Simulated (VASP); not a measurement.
# BeTe (zincblende type) (F-43m) in VASP: notebook

Runs on BeTe (zincblende type). Level: PBE. Tasks: single point.

All numbers are computed with VASP 6.6.1; they aren't measurements. Logs are shortened: lines on timing, memory, paths and dates and some standing lists are left out, and cuts for length are marked.

## (1) The cell of the first run

The structure is cubic, space group F-43m (No. 216). The conventional cell has a = 5.030 Å, b = 5.030 Å, c = 5.030 Å, α = 90.00°, β = 90.00°, γ = 90.00°. Within 2.9 Å of Be (site symmetry -43m) lie 4 Te at 2.18 Å. Within 2.9 Å of Te (site symmetry -43m) lie 4 Be at 2.18 Å.

## (2) Single point, PBE (volume scaled by 0.7)

INCAR reads:

```
PREC = Accurate ; ENCUT = 520
EDIFF = 1E-6 ; ISMEAR = -1
SIGMA = 0.1 ; LREAL = F
LASPH = T ; NELM = 80
ALGO = Normal ; ISIF = 2
LWAVE = F ; LCHARG = T
GGA = PE ; LELF = T
LVHAR = T ; NBANDS = 11
```

KPOINTS reads:

```
regular mesh
0
Gamma
  13 13 13
```

POSCAR reads:

```
BeTe
1.0
    0.0000000000      2.5147827636      2.5147827636
    2.5147827636      0.0000000000      2.5147827636
    2.5147827636      2.5147827636      0.0000000000
Be Te
1 1
Direct
    0.0000000000      0.0000000000      0.0000000000
    0.2500000000      0.2500000000      0.2500000000
```

Potentials or basis: VASP PAW PBE potentials, release 64 (Be, Te).

Command:

```
$ cat potpaw_PBE.64/Be/POTCAR potpaw_PBE.64/Te/POTCAR > POTCAR
$ mpirun -np 1 vasp_std > vasp.out
```

OUTCAR:

```text
PREC = Accurate
   ENCUT = 520
   EDIFF = 1E-6
   ISMEAR = -1
   LREAL = F
   LASPH = T
   NELM = 80
   ISIF = 2
   GGA = PE

 ion  position               nearest neighbor table
   1  0.000  0.000  0.000-   2 2.18   2 2.18   2 2.18   2 2.18
   2  0.250  0.250  0.250-   1 2.18   1 2.18   1 2.18   1 2.18

  LATTYP: Found a face centered cubic cell.
 ALAT       =     5.0295655272

  Lattice vectors:

 A1 = (   0.0000000000,   2.5147827636,   2.5147827636)
 A2 = (   2.5147827636,   0.0000000000,   2.5147827636)
 A3 = (   2.5147827636,   2.5147827636,   0.0000000000)

Analysis of symmetry for initial positions (statically):
=====================================================================
 Subroutine PRICEL returns:
 Original cell was already a primitive cell.

 Routine SETGRP: Setting up the symmetry group for a
 face centered cubic supercell.

 Subroutine GETGRP returns: Found 24 space group operations
 (whereof 24 operations were pure point group operations)
 out of a pool of 48 trial point group operations.

The static configuration has the point symmetry T_d .

Analysis of symmetry for dynamics (positions and initial velocities):
=====================================================================
 Subroutine PRICEL returns:
 Original cell was already a primitive cell.

 Routine SETGRP: Setting up the symmetry group for a
 face centered cubic supercell.

 Subroutine GETGRP returns: Found 24 space group operations
 (whereof 24 operations were pure point group operations)
 out of a pool of 48 trial point group operations.

The dynamic configuration has the point symmetry T_d .

 Subroutine INISYM returns: Found 24 space group operations
 (whereof 24 operations are pure point group operations),
 and found     1 'primitive' translations

----------------------------------------------------------------------------------------

                                     Primitive cell

  volume of cell :      31.8076

  direct lattice vectors                    reciprocal lattice vectors
     0.000000000  2.514782764  2.514782764    -0.198824331  0.198824331  0.198824331
     2.514782764  0.000000000  2.514782764     0.198824331 -0.198824331  0.198824331
     2.514782764  2.514782764  0.000000000     0.198824331  0.198824331 -0.198824331

  length of vectors
     3.556439891  3.556439891  3.556439891     0.344373843  0.344373843  0.344373843

  position of ions in fractional coordinates (direct lattice)
     0.000000000  0.000000000  0.000000000
     0.250000000  0.250000000  0.250000000

  ion indices of the primitive-cell ions
   primitive index   ion index
                 1           1
                 2           2

----------------------------------------------------------------------------------------

 KPOINTS: regular mesh

Automatic generation of k-mesh.
 Grid dimensions read from file:
 generate k-points for:   13   13   13

 Generating k-lattice:

  Cartesian coordinates                     Fractional coordinates (reciprocal lattice)
    -0.015294179  0.015294179  0.015294179     0.076923077  0.000000000  0.000000000
     0.015294179 -0.015294179  0.015294179     0.000000000  0.076923077  0.000000000
     0.015294179  0.015294179 -0.015294179     0.000000000  0.000000000  0.076923077

  Length of vectors
     0.026490296  0.026490296  0.026490296

  Shift w.r.t. Gamma in fractional coordinates (k-lattice)
     0.000000000  0.000000000  0.000000000

 Subroutine IBZKPT returns following result:
 ===========================================

 Found     84 irreducible k-points:

 Following reciprocal coordinates:
            Coordinates               Weight
  0.000000  0.000000  0.000000      1.000000
  0.076923  0.000000  0.000000      8.000000
  0.153846  0.000000  0.000000      8.000000
  0.230769  0.000000  0.000000      8.000000
  0.307692  0.000000  0.000000      8.000000
  0.384615  0.000000  0.000000      8.000000
[... 16 lines left out ...]
  0.384615  0.153846  0.000000     24.000000
  0.461538  0.153846  0.000000     24.000000
 [... further k-points ...]
   k-points           NKPTS =     84   k-points in BZ     NKDIM =     84   number of bands    NBANDS=     11
   number of dos      NEDOS =    301   number of ions     NIONS =      2
   total plane-waves  NPLWV =  21952
   dimension x,y,z NGX =    28 NGY =   28 NGZ =   28
   dimension x,y,z NGXF=    56 NGYF=   56 NGZF=   56
   ions per type =               1   1
   NGX,Y,Z   is equivalent  to a cutoff of  13.09, 13.09, 13.09 a.u.
   NGXF,Y,Z  is equivalent  to a cutoff of  26.18, 26.18, 26.18 a.u.
 SYSTEM =  unknown system
   PREC   = accura    normal or accurate (medium, high low for compatibility)
   ISTART =      0    job   : 0-new  1-cont  2-samecut
   ICHARG =      2    charge: 1-file 2-atom 10-const
   ISPIN  =      1    spin polarized calculation?
   LNONCOLLINEAR =      F non collinear calculations
   LSORBIT =      F    spin-orbit coupling
   LASPH  =      T    aspherical Exc in radial PAW
   ENCUT  =  520.0 eV  38.22 Ry    6.18 a.u.   6.61  6.61  6.61*2*pi/ulx,y,z
   NELM   =     80;   NELMIN=  2; NELMDL= -5     # of ELM steps
   EDIFF  = 0.1E-05   stopping-criterion for ELM
   LREAL  =      F    real-space projection
   EDIFFG = 0.1E-04   stopping-criterion for IOM
   NSW    =      0    number of steps for IOM
   IBRION =     -1    ionic relax: 0-MD 1-quasi-New 2-CG
   NFREE  =      0    steps in history (QN), initial steepest desc. (CG)
   ISIF   =      2    stress and relaxation
   ISYM   =      2    0-nonsym 1-usesym 2-fastsym
   POTIM  = 0.5000    time-step for ionic-motion
   TEBEG  =    0.0;   TEEND  =   0.0 temperature during run
   PSTRESS=    0.0 pullay stress
   NELECT =       8.0000    total number of electrons
   NUPDOWN=      -1.0000    fix difference up-down
   EMIN   =  10.00;   EMAX   =-10.00  energy-range for DOS
   EFERMI =   0.00;   METHOD = LEGACY
   ISMEAR =    -1;   SIGMA  =   0.10  broadening in eV -4-tet -1-fermi 0-gaus
   EFERMI_NEDOS =   21; number of points for ismear=-14 and -15
   IALGO  =     38    algorithm
   IMIX   =      4    mixing-type and parameters
     AMIX     =   0.40;   BMIX     =  1.00
     AMIX_MAG =   1.60;   BMIX_MAG =  1.00
  volume/ion in A,a.u.               =      15.90       107.32
  Fermi-wavevector in a.u.,A,eV,Ry     =   1.033382  1.952809 14.529376  1.067879
  Thomas-Fermi vector in A             =   2.167626
   LORBIT       =      0    0 simple, 1 ext, 2 COOP (PROOUT), +10 PAW based schemes
   GGA     = PE    functional components
   LHFCALC =     F    Hartree Fock is set to
   AEXX    =    0.0000 exact exchange contribution
   IVDW    =     0    specifies the selected vdW correction
   LEPSILON=     F    determine dielectric tensor
   LRPA    =     F    only Hartree local field effects (RPA)
 non-spin polarized calculation
  energy-cutoff  :      520.00
  volume of cell :       31.81
 maximum number of plane-waves:       881
   NGX = 13   NGY = 13   NGZ = 13

 number of electron       8.0000000 magnetization

 Free energy of the ion-electron system (eV)
  ---------------------------------------------------
  ext. energy  EPLUGINS =         0.00000000
  ---------------------------------------------------
  free energy    TOTEN  =        -6.31499950 eV

  energy without entropy =       -6.31490598  energy(sigma->0) =       -6.31495274

 E-fermi :  10.1290     XC(G=0): -10.4870

 val. band max:        9.6596955965   @ k =   0.0000   0.0000   0.0000
 cond. band min:      10.6019892833   @ k =   0.4615   0.4615   0.0000
 fundamental gap:      0.9422936868
 Fermi energy:        10.1290192616

 k-point     1 :       0.0000    0.0000    0.0000
  band No.  band energies     occupation
      1      -5.4556      2.00000
      2       9.6597      1.98185
      3       9.6597      1.98185
      4       9.6597      1.98185
      5      12.7841      0.00000
      6      12.7841      0.00000
      7      12.7841      0.00000
      8      16.2965      0.00000
      9      18.2689      0.00000
     10      20.5870      0.00000
     11      20.5870      0.00000

 k-point     2 :       0.0769    0.0000    0.0000
  band No.  band energies     occupation
      1      -5.3690      2.00000
      2       8.7752      2.00000
      3       9.4646      1.99740
      4       9.4646      1.99740
      5      13.0354      0.00000
      6      13.0354      0.00000
      7      13.1606      0.00000
      8      16.7266      0.00000
      9      18.4131      0.00000
     10      19.6093      0.00000
     11      19.6093      0.00000

 k-point     3 :       0.1538    0.0000    0.0000
  band No.  band energies     occupation
      1      -5.1129      2.00000
      2       7.0948      2.00000
      3       9.0383      1.99996
      4       9.0383      1.99996
      5      13.5253      0.00000
      6      13.5667      0.00000
      7      13.5667      0.00000
      8      17.4466      0.00000
      9      18.8621      0.00000
     10      18.8621      0.00000
     11      18.9595      0.00000

 k-point     4 :       0.2308    0.0000    0.0000
  band No.  band energies     occupation
      1      -4.6999      2.00000
      2       5.3386      2.00000
      3       8.5881      2.00000
      4       8.5881      2.00000
      5      13.6653      0.00000
      6      13.9901      0.00000
      7      13.9901      0.00000
      8      17.5798      0.00000
      9      18.7385      0.00000
     10      18.7385      0.00000
     11      19.7857      0.00000
[... 239 lines left out ...]
 k-point    22 :       0.3077    0.1538    0.0000
  band No.  band energies     occupation
      1      -4.2420      2.00000
      2       4.8786      2.00000
      3       7.2190      2.00000
      4       7.5179      2.00000
      5      12.4762      0.00000
      6      14.9072      0.00000
      7      15.7524      0.00000
      8      15.9433      0.00000
      9      20.1982      0.00000
     10      20.9111      0.00000
     11      21.3745      0.00000

 k-point    23 :       0.3846    0.1538    0.0000
  band No.  band energies     occupation
      1      -3.6918      2.00000
      2       3.4492      2.00000
      3       7.0236      2.00000
      4       7.0346      2.00000
      5      12.6154      0.00000
      6      15.3621      0.00000
      7      15.7971      0.00000
      8      16.0357      0.00000
      9      20.0223      0.00000
     10      21.7838      0.00000
     11      22.2170      0.00000

 k-point    24 :       0.4615    0.1538    0.0000
  band No.  band energies     occupation
      1      -3.1504      2.00000
      2       2.3387      2.00000
      3       6.5688      2.00000
      4       7.0203      2.00000
      5      12.6761      0.00000
      6      15.4681      0.00000
      7      15.5136      0.00000
      8      17.0211      0.00000
      9      19.8913      0.00000
     10      22.7199      0.00000
     11      22.7927      0.00000

 [... further k-points ...]

------------------------ aborting loop because EDIFF is reached ----------------------------------------

  FORCE on cell =-STRESS in cart. coord.  units (eV):
  Direction    XX          YY          ZZ          XY          YZ          ZX
  --------------------------------------------------------------------------------------
  -------------------------------------------------------------------------------------
  Total        8.1697362      8.1697362      8.1697362      0.0000000      0.0000000      0.0000000
  in kB      411.5164428    411.5164428    411.5164428      0.0000000      0.0000000      0.0000000
  external PRESSURE =     411.5164428 kB  Pullay stress =       0.0000000 kB

 VOLUME and BASIS-vectors are now :
 -----------------------------------------------------------------------------
  energy-cutoff  :      520.00
  volume of cell :       31.81
      direct lattice vectors                 reciprocal lattice vectors
     0.000000000  2.514782764  2.514782764    -0.198824331  0.198824331  0.198824331
     2.514782764  0.000000000  2.514782764     0.198824331 -0.198824331  0.198824331
     2.514782764  2.514782764  0.000000000     0.198824331  0.198824331 -0.198824331

 POSITION                                       TOTAL-FORCE (eV/Angst)
 -----------------------------------------------------------------------------------
      0.00000      0.00000      0.00000         0.000000      0.000000      0.000000
      1.25739      1.25739      1.25739        -0.000000     -0.000000     -0.000000
 -----------------------------------------------------------------------------------
    total drift:                                0.000000      0.000000      0.000000

  FREE ENERGIE OF THE ION-ELECTRON SYSTEM (eV)
  ---------------------------------------------------
  free  energy   TOTEN  =        -6.3149995050 eV

  energy  without entropy=       -6.3149059822  energy(sigma->0) =       -6.31495274
```

Wall time 28 s (1 thread of Intel Xeon Platinum 8259CL at 2.50GHz (Skylake/Cascade Lake), shared host); peak memory 0.18 GiB.

Results:

- Free energy: -6.3150 eV
- Pressure: 41.2 GPa
- Band gap on the k mesh: 0.94 eV, indirect (least direct gap 3.12 eV)

Levels at points of the mesh, in eV from the valence-band top:
```
           k point  band 1  band 2  band 3  band 4  band 5  band 6  band 7  band 8  band 9
(0.00, 0.00, 0.00)  -15.12    0.00    0.00    0.00    3.12    3.12    3.12    6.64    8.61
```

Caveat: spin-orbit coupling is left out, which moves the levels of the heavy elements.

## (3) Single point, PBE (volume scaled by 0.8)

INCAR reads:

```
SYSTEM = BeTe
ALGO = Normal ; EDIFF = 1E-7
ENCUT = 520 ; GGA = PE
ISIF = 2 ; ISMEAR = -1
LASPH = .TRUE. ; LCHARG = .TRUE.
LELF = .TRUE. ; LREAL = .FALSE.
LVHAR = .TRUE. ; LWAVE = .FALSE.
NBANDS = 11 ; NELM = 100
PREC = Accurate ; SIGMA = 0.1
```

KPOINTS reads:

```
k-points
0
G
  13 13 13
  0 0 0
```

POSCAR reads:

```
BeTe
1.0
    0.0000000000      2.6292454075      2.6292454075
    2.6292454075      0.0000000000      2.6292454075
    2.6292454075      2.6292454075      0.0000000000
Be Te
1 1
Direct
    0.0000000000      0.0000000000      0.0000000000
    0.2500000000      0.2500000000      0.2500000000
```

Potentials or basis: VASP PAW PBE potentials, release 64 (Be, Te).

Command:

```
$ cat potpaw_PBE.64/Be/POTCAR potpaw_PBE.64/Te/POTCAR > POTCAR
$ mpirun -np 1 vasp_std > vasp.out
```

OUTCAR:

```text
SYSTEM = BeTe
   EDIFF = 1E-7
   ENCUT = 520
   GGA = PE
   ISIF = 2
   ISMEAR = -1
   LASPH = .TRUE.
   LREAL = .FALSE.
   NELM = 100
   PREC = Accurate

 ion  position               nearest neighbor table
   1  0.000  0.000  0.000-   2 2.28   2 2.28   2 2.28   2 2.28
   2  0.250  0.250  0.250-   1 2.28   1 2.28   1 2.28   1 2.28

  LATTYP: Found a face centered cubic cell.
 ALAT       =     5.2584908150

  Lattice vectors:

 A1 = (   0.0000000000,   2.6292454075,   2.6292454075)
[... 521 lines left out ...]
------------------------ aborting loop because EDIFF is reached ----------------------------------------

  FORCE on cell =-STRESS in cart. coord.  units (eV):
  Direction    XX          YY          ZZ          XY          YZ          ZX
  --------------------------------------------------------------------------------------
  -------------------------------------------------------------------------------------
  Total        4.5115239      4.5115239      4.5115239      0.0000000      0.0000000     -0.0000000
  in kB      198.8430786    198.8430786    198.8430786      0.0000000      0.0000000     -0.0000000
  external PRESSURE =     198.8430786 kB  Pullay stress =       0.0000000 kB

 VOLUME and BASIS-vectors are now :
 -----------------------------------------------------------------------------
  energy-cutoff  :      520.00
  volume of cell :       36.35
      direct lattice vectors                 reciprocal lattice vectors
     0.000000000  2.629245408  2.629245408    -0.190168631  0.190168631  0.190168631
     2.629245408  0.000000000  2.629245408     0.190168631 -0.190168631  0.190168631
     2.629245408  2.629245408  0.000000000     0.190168631  0.190168631 -0.190168631

 POSITION                                       TOTAL-FORCE (eV/Angst)
 -----------------------------------------------------------------------------------
      0.00000      0.00000      0.00000        -0.000000      0.000000      0.000000
      1.31462      1.31462      1.31462         0.000000     -0.000000     -0.000000
 -----------------------------------------------------------------------------------
    total drift:                                0.000000      0.000000      0.000000

  FREE ENERGIE OF THE ION-ELECTRON SYSTEM (eV)
  ---------------------------------------------------
  free  energy   TOTEN  =        -7.1525689401 eV

  energy  without entropy=       -7.1525533669  energy(sigma->0) =       -7.15256115
```

stdout:

```text
POSCAR found type information on POSCAR BeTe
 POSCAR found :  2 types and       2 ions
 scaLAPACK will be used
 LDA part: xc-table for (Slater+PW92), standard interpolation
 POSCAR, INCAR and KPOINTS ok, starting setup
 FFT: planning ... GRIDC
 FFT: planning ... GRID_SOFT
 FFT: planning ... GRID
 WAVECAR not read
 entering main loop
```

It took 35 s on 1 thread of Intel Xeon Platinum 8259CL at 2.50GHz (Skylake/Cascade Lake), shared host; peak memory 0.18 GiB.

What came out:

| Quantity | Value |
| --- | --- |
| Free energy | -7.1526 eV |
| Pressure | 19.9 GPa |
| Band gap on the k mesh | 1.41 eV, indirect (least direct gap 3.36 eV) |

Levels at points of the mesh, in eV from the valence-band top:
| k point | band 1 | band 2 | band 3 | band 4 | band 5 | band 6 | band 7 | band 8 |
| --- | --- | --- | --- | --- | --- | --- | --- | --- |
| (0.00, 0.00, 0.00) | -13.86 | 0.00 | 0.00 | 0.00 | 3.36 | 3.36 | 3.36 | 5.46 |

Caveat: spin-orbit coupling is left out, which moves the levels of the heavy elements. A k mesh can miss the band edges.
